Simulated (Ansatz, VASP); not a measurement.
## Two plane-wave programs on NiSb

The input POSCAR:

```
NiSb
1.0
    3.9308778408      0.0000000000      0.0000000000
   -1.9654389204      3.4042400693      0.0000000000
    0.0000000000      0.0000000000      5.1204995265
Ni Sb
2 2
Direct
    0.0000000000      0.0000000000      0.0000000000
    0.0000000000      0.0000000000      0.5000000000
    0.3333333333      0.6666666667      0.2500000000
    0.6666666667      0.3333333333      0.7500000000
```

INCAR.step1

```
SYSTEM = NiSb
ALGO     = Normal         ! electronic algorithm
EDIFF    = 1E-4           ! SCF threshold, eV
ENCUT    = 520            ! plane-wave cutoff, eV
GGA      = PE             ! functional
ISMEAR   = 0              ! smearing method
LASPH    = .TRUE.         ! aspherical terms in the spheres
LCHARG   = .FALSE.        ! write CHGCAR
LREAL    = .FALSE.        ! projectors in reciprocal space
LWAVE    = .TRUE.         ! write WAVECAR
NBANDS   = 23             ! bands
NELM     = 100            ! most SCF steps
PREC     = Accurate       ! precision mode
SIGMA    = 0.1            ! smearing width, eV
```

Contents of INCAR.step2:

```
SYSTEM = NiSb
ALGO     = Normal         ! electronic algorithm
EDIFF    = 1E-6           ! SCF threshold, eV
ENCUT    = 520            ! plane-wave cutoff, eV
ISIF     = 2              ! what is computed and relaxed
ISMEAR   = 0              ! smearing method
ISTART   = 1            
LASPH    = .TRUE.         ! aspherical terms in the spheres
LCHARG   = .FALSE.        ! write CHGCAR
LMIXTAU  = .TRUE.       
LREAL    = .FALSE.        ! projectors in reciprocal space
LWAVE    = .FALSE.        ! write WAVECAR
METAGGA  = R2SCAN         ! meta-GGA
NBANDS   = 23             ! bands
NELM     = 100            ! most SCF steps
PREC     = Accurate       ! precision mode
SIGMA    = 0.1            ! smearing width, eV
```

Contents of KPOINTS:

```
k-points
0
G
  12 12 8
  0 0 0
```

Input for Ansatz:

```yaml
crystal:
  lattice:
    - [3.9308778408, 0.0, 0.0]
    - [-1.9654389204, 3.4042400693, 0.0]
    - [0.0, 0.0, 5.1204995265]
  atoms:
    - { symbol: Ni, position: [0.0, 0.0, 0.0] }
    - { symbol: Ni, position: [0.0, 0.0, 0.5] }
    - { symbol: Sb, position: [0.3333333333, 0.6666666667, 0.25] }
    - { symbol: Sb, position: [0.6666666667, 0.3333333333, 0.75] }
basis:
  ecutwfc: 500
kpoints:
  mp_grid: { grid: [12, 12, 8] }
  band_path:
    path:
      - [[0.0, 0.0, 0.0], [0.5, 0.0, 0.0], [0.33333333, 0.33333333, 0.0], [0.0, 0.0, 0.0], [0.0, 0.0, 0.5], [0.5, 0.0, 0.5], [0.33333333, 0.33333333, 0.5], [0.0, 0.0, 0.5]]
      - [[0.5, 0.0, 0.5], [0.5, 0.0, 0.0]]
      - [[0.33333333, 0.33333333, 0.5], [0.33333333, 0.33333333, 0.0]]
    npoints: 14
hamiltonian:
  xc: r2scan
scf:
  occupations: { method: gaussian, width: 0.1 }
  n_extra_bands: 10
output:
  forces: true
  stress: true
  eigenvalues: true
  populations: true
  dos: { projected: true, de: 0.02, nscf_kmesh: { grid: [18, 18, 12] } }
  bader: true
  write_density: true
  write_potential: true
  elf: true
  volumetric_format: npy
```

Alike in both runs: task single point; functional r2SCAN; k mesh 12 × 12 × 8; occupations gaussian, width 0.1 eV; no spin polarisation.

```csv
,VASP,Ansatz
version,VASP 6.6.1,Ansatz 0.2.0
potentials or method,"VASP PAW PBE potentials, release 64 (Ni, Sb), cutoff 520 eV","scalar-relativistic, plane waves, PAW"
valence electrons in the cell,30,66
```

Ansatz gave:

| Item | Value |
| --- | --- |
| gap on the k mesh at the Fermi level (eV) | none |
| pressure (GPa) | 0.0 |
| traceless stress, the component that is largest in VASP (GPa) | 0.00 |

Q: What did VASP give for the same quantities?

A: gap on the k mesh at the Fermi level (eV): none; pressure (GPa): 0.0; traceless stress, the component that is largest in VASP (GPa): 0.08.

VASP's potentials were made for PBE, not for r2SCAN. A gap of «none» marks a metal or a gap that the smearing closes. VASP's potentials hold 30 valence electrons a cell and Ansatz's 66, so a difference there can come from the potentials and not from the codes.

Spin-orbit coupling is off throughout.
